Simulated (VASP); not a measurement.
## SnTe: single point with PBE

SnTe:

```
Sn Te
1.0
     0.00000    3.15650    3.15650
     3.15650    0.00000    3.15650
     3.15650    3.15650    0.00000
Sn Te
1 1
Direct
  0.00000 0.00000 0.00000
  0.50000 0.50000 0.50840
```

```yaml
Program: VASP 6.6.1
Task: single point
Functional: PBE
Potentials_or_basis: VASP PAW PBE potentials, release 64 (Sn_d, Te)
Cutoff: 520 eV
k_mesh: 10 × 10 × 10
Occupations: gaussian, width 0.03 eV
Spin: no spin polarisation
```

```yaml
Pressure: 2.0 GPa
Largest_force: 0.006 eV/Å
Band_gap_on_the_k_mesh: 0.08 eV
```

Forces on the atoms (eV/Å):
```
Sn   0.005  0.005  0.000
Te  -0.005 -0.005  0.000
```

Levels at points of the mesh, in eV from the valence-band top:
| k point | band 6 | band 7 | band 8 | band 9 | band 10 | band 11 | band 12 | band 13 | band 14 | band 15 |
| --- | --- | --- | --- | --- | --- | --- | --- | --- | --- | --- |
| (0.00, 0.00, 0.00) | -12.78 | -4.72 | -2.15 | -2.15 | -2.15 | 3.31 | 3.31 | 3.32 | 4.74 | 4.75 |
| (0.50, 0.00, 0.00) | -11.52 | -8.33 | -1.82 | -1.82 | 0.00 | 0.08 | 0.36 | 0.37 | 7.75 | 8.73 |
| (0.00, 0.00, 0.50) | -11.52 | -8.32 | -1.82 | -1.81 | -0.04 | 0.12 | 0.36 | 0.36 | 7.74 | 8.74 |
| (0.50, 0.50, 0.00) | -11.22 | -6.48 | -5.56 | -3.74 | -3.73 | 2.17 | 4.89 | 4.89 | 6.33 | 8.97 |
| (0.00, 0.50, 0.50) | -11.22 | -6.49 | -5.55 | -3.74 | -3.74 | 2.17 | 4.89 | 4.89 | 6.34 | 8.97 |

Run time: 3.9 min on 1 thread of Intel Xeon 8259CL, on a shared host, peak memory 0.34 GiB.

Caveat: spin-orbit coupling is left out, which moves the levels of the heavy elements. A k mesh can miss the band edges.
